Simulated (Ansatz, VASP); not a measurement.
**PbSe: VASP beside Ansatz**

```
Pb Se
1.0
     3.78432    0.00000    0.00000
     0.00000    3.78432    0.00000
     0.00000    0.00000    3.78432
Pb Se
1 1
Direct
  0.00000 0.00000 0.00000
  0.50000 0.50000 0.50000
```

Alike in both runs: functional PBEsol-based screened hybrid with a share of 0.25 of exact exchange and HFSCREEN = 0.207; k mesh 4 × 4 × 4; occupations fermi-dirac, width 0.05 eV; no spin polarisation.

```csv
,VASP,Ansatz
version,VASP 6.6.1,Ansatz 0.2.0
potentials or method,"VASP PAW PBE potentials, release 64 (Pb_d, Se)",Ansatz PAW
plane-wave cutoff (eV),520,420
valence electrons in the cell,20,30
task,single point,band structure
```

Ansatz gave:

| Quantity | Value |
| --- | --- |
| gap on the k mesh at the Fermi level (eV) | none |
| pressure (GPa) | -3.0 |

**Question.** What did VASP give for the same quantities?

**Answer.** gap on the k mesh at the Fermi level (eV): none; pressure (GPa): -3.1.

VASP's potentials were made for PBE, not for PBEsol-based screened hybrid. A gap of «none» marks a metal or a gap that the smearing closes. With one functional, cell and mesh, what is left measures potentials, basis and numerics. VASP's potentials hold 20 valence electrons a cell and Ansatz's 30, so a difference there can come from the potentials and not from the codes.

The k mesh is coarse, so the values compare programs but aren't converged. Spin-orbit coupling is off throughout.
